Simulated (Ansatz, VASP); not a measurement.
# As: VASP beside Ansatz

```
As
1.0
     3.59278    0.00000    0.00000
    -1.79639    3.09596    0.00000
     0.00000    0.00000   26.41564
As
2
Cartesian
  0.0000 2.0631 8.4705
  1.7964 1.0328 9.8373
```

Change from the starting cell: uniaxial_x strain +0.5%.

Alike in both runs: task single point; functional PBE; k mesh 12 × 12 × 1; occupations fermi-dirac, width 0.02 eV; no spin polarisation.

|  | VASP | Ansatz |
| --- | --- | --- |
| version | VASP 6.6.1 | Ansatz 0.2.0 |
| potentials or method | VASP PAW PBE potentials, release 64 (As_d) | plane waves, PAW |
| plane-wave cutoff (eV) | 520 | 420 |
| valence electrons in the cell | 30 | 30 |

|  | VASP | Ansatz | Ansatz less VASP |
| --- | --- | --- | --- |
| gap on the k mesh at the Fermi level (eV) | 1.66 | 1.65 | -0.004 |
| rms of the force components (eV/Å) | 0.242 | 0.225 | -0.0163 |

Atom by atom the forces differ by 0.016 eV/Å (rms over components). With one functional, cell and mesh, what is left measures potentials, basis and numerics.
